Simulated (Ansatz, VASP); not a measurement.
# K in VASP and in Ansatz

```
K
1.0
    -2.68345    2.68345    2.74890
     2.68345   -2.68345    2.74890
     2.68345    2.68345   -2.74890
K
1
Cartesian
  0.0000 0.0000 0.0000
```

Change from the starting cell: strain +0.025 along x and y, +0.050 along z, atoms carried along.

Alike in both runs: task single point; functional PBE; k mesh 14 × 14 × 14; occupations gaussian, width 0.15 eV; no spin polarisation.

|  | VASP | Ansatz |
| --- | --- | --- |
| version | VASP 6.6.1 | Ansatz 0.2.0 |
| potentials or method | VASP PAW PBE potentials, release 64 (K_sv), cutoff 520 eV | scalar-relativistic, plane waves, PAW |
| valence electrons in the cell | 9 | 9 |

```tsv
	VASP	Ansatz	Ansatz less VASP
gap on the k mesh at the Fermi level (eV)	none	none	-
pressure (GPa)	-0.2	-0.2	+0.01
```

A gap of «none» marks a metal or a gap that the smearing closes.
